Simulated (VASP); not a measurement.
Input of a VASP 6.6.1 run:

POSCAR

```
CdH2O2
1.0
    3.5155260000      0.0000000000      0.0000000000
   -1.7577630000      3.0445350000      0.0000000000
    0.0000000000      0.0000000000      4.6429790000
Cd H O
1 2 2
Direct
    0.0000000000      0.0000000000      0.0000000000
    0.6666666667      0.3333333333      0.5509610000
    0.3333333333      0.6666666667      0.4490390000
    0.6666666667      0.3333333333      0.7593720000
    0.3333333333      0.6666666667      0.2406280000
```

The input INCAR.step1:

```
SYSTEM = CdH2O2
PREC = Accurate ; ENCUT = 520
ISMEAR = 0 ; SIGMA = 0.01
LREAL = .False. ; LASPH = .True.
NELM = 80 ; NBANDS = 21
GGA = PE ; ALGO = Normal
EDIFF = 1E-4 ; LWAVE = .True.
LCHARG = .False.
```

The input INCAR.step2:

```
SYSTEM = CdH2O2
PREC = Accurate ; ENCUT = 520
EDIFF = 1E-7 ; ISMEAR = 0
SIGMA = 0.01 ; LREAL = .False.
LASPH = .True. ; NELM = 80
ALGO = Normal ; ISIF = 2
LWAVE = .False. ; LCHARG = .False.
METAGGA = R2SCAN ; LMIXTAU = .True.
NBANDS = 21 ; ISTART = 1
```

Contents of KPOINTS:

```
Automatic mesh
0
Gamma
  6 6 4
  0 0 0
```

Potentials or basis: VASP PAW PBE potentials, release 64 (Cd, H, O).

Launch:

```bash
$ cat potpaw_PBE.64/Cd/POTCAR potpaw_PBE.64/H/POTCAR potpaw_PBE.64/O/POTCAR > POTCAR
$ cp INCAR.step1 INCAR
$ mpirun -np 1 vasp_std > vasp.out
$ cp INCAR.step2 INCAR
$ mpirun -np 1 vasp_std > vasp.out
```

What does it give for the pressure?

0.2 GPa.

Predict the largest force.

0.025 eV/Å.

What does it give for the band gap on the k mesh?

2.25 eV, indirect (least direct gap 2.60 eV).

Forces in eV/Å, atoms in the order of the input:
```
Cd   0.000  0.000  0.000
H    0.000  0.000 -0.006
H    0.000  0.000  0.006
O    0.000  0.000  0.025
O    0.000  0.000 -0.025
```

Caveat: the PAW data sets were made with another functional, which shifts forces and pressure a little. A k mesh can miss the band edges.
